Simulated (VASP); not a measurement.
**B: single point with LDA**

Crystal: B.

```
B
1.0
    -1.14057    1.14057    1.14057
     1.14057   -1.14057    1.14057
     1.14057    1.14057   -1.14057
B
1
Direct
  0.00000 0.00000 0.00000
```

| Quantity | Value |
| --- | --- |
| Program | VASP 6.6.1 |
| Task | single point |
| Functional | LDA |
| Potentials or basis | VASP PAW LDA potentials, release 64 (B) |
| Cutoff | 520 eV |
| k mesh | 22 × 22 × 22 |
| Occupations | fermi-dirac, width 0.1 eV |
| Spin | no spin polarisation |

The pressure is 0.3 GPa.

Levels at points of the mesh, in eV from the Fermi level:
| k point | band 1 | band 2 | band 3 | band 4 | band 5 | band 6 |
| --- | --- | --- | --- | --- | --- | --- |
| (0.00, 0.00, 0.00) | -18.93 | 15.67 | 15.67 | 15.67 | 34.54 | 34.54 |
| (0.50, 0.00, 0.00) | -9.46 | -4.52 | 8.73 | 12.74 | 22.64 | 26.43 |
| (0.50, 0.50, 0.50) | 0.28 | 0.28 | 0.28 | 10.40 | 10.40 | 12.09 |

It took 4.3 s on 1 thread of Intel(R) Xeon(R) 6975P-C (Granite Rapids), on a shared host, peak memory 0.11 GiB.
